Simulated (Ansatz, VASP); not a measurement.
TeW in VASP and in Ansatz

```xyz
2
Lattice="0.0000 2.9124 2.9124 2.9124 0.0000 2.9124 2.9124 2.9124 0.0000" Properties=species:S:1:pos:R:3 pbc="T T T"
W     0.0000    0.0000    0.0000
Te    1.4562    1.4562    1.4562
```

Alike in both runs: task relaxation of cell and atoms; functional PBEsol; k mesh 6 × 6 × 6; occupations gaussian, width 0.1 eV; collinear spin.

|  | VASP | Ansatz |
| --- | --- | --- |
| version | VASP 6.6.1 | Ansatz 0.2.0 |
| potentials or method | VASP PAW PBE potentials, release 64 (W_sv, Te), cutoff 600 eV | scalar-relativistic, plane waves, PAW |
| valence electrons in the cell | 20 | 30 |

Ansatz gave:

```
gap on the k mesh at the Fermi level, each at its own relaxed structure (eV) : none
net moment per atom (μB)                                                     : 0.70
size of the moment on the site where the two differ most (μB)                : 0.92
relaxed volume (Å³/atom)                                                     : 27.81
relaxed cell length with the largest relative difference (Å)                 : 4.285
```

**Question.** Estimate VASP's values.

**Answer.** gap on the k mesh at the Fermi level, each at its own relaxed structure (eV): none; net moment per atom (μB): 0.00; size of the moment on the site where the two differ most (μB): 0.01; relaxed volume (Å³/atom): 27.43; relaxed cell length with the largest relative difference (Å): 4.265.

The net moments are unlike, so the other rows may belong to different states. VASP's potentials were made for PBE, not for PBEsol. Site moments also hang on the region over which each program counts them. A gap of «none» marks a metal or a gap that the smearing closes. VASP's potentials hold 20 valence electrons a cell and Ansatz's 30, so a difference there can come from the potentials and not from the codes.

Neither program's run includes spin-orbit coupling.
